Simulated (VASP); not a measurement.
Input of a VASP 6.6.1 run:

The input INCAR:

```
PREC = Accurate
ENCUT = 520
EDIFF = 1E-6
ISMEAR = 0
SIGMA = 0.1
LREAL = F
LASPH = T
NELM = 80
ALGO = Normal
ISIF = 2
LWAVE = F
LCHARG = F
GGA = PS
NBANDS = 31
```

Contents of KPOINTS:

```
regular mesh
0
Gamma
  12 12 6
```

File POSCAR:

```
Si2Mo
1.0
    3.1422191171      0.0000000000      0.0000000000
    0.0000000000      3.1422191171      0.0000000000
    0.0000000000      0.0000000000      7.8666345625
Si Mo
4 2
Direct
    0.0000000000      0.0000000000      0.3349525759
    0.5000000000      0.5000000000      0.1650474241
    0.5000000000      0.5000000000      0.8349525759
    0.0000000000      0.0000000000      0.6650474241
    0.0000000000      0.0000000000      0.0000000000
    0.5000000000      0.5000000000      0.5000000000
```

Potentials or basis: VASP PAW PBE potentials, release 64 (Si, Mo_sv).

Launch:

```bash
$ cat potpaw_PBE.64/Si/POTCAR potpaw_PBE.64/Mo_sv/POTCAR > POTCAR
$ mpirun -np 1 vasp_std > vasp.out
```

**Question.** What does it give for the band gap on the k mesh?

**Answer.** Zero (band 22 reaches 13.33 eV, above the bottom of band 23 at 12.43 eV).

**Question.** What does it give for the pressure?

**Answer.** 5.8 GPa.

**Question.** Estimate the largest force.

**Answer.** 0.012 eV/Å.

Forces on the atoms (eV/Å):
```
Si   0.000  0.000 -0.012
Si   0.000  0.000  0.012
Si   0.000  0.000 -0.012
Si   0.000  0.000  0.012
Mo   0.000  0.000  0.000
Mo   0.000  0.000  0.000
```

Caveat: the cell differs from its parent crystal (biaxial strain in the a-b plane: -1.5 %, then relaxed in part); the PAW data sets were made with another functional, which shifts forces and pressure a little.
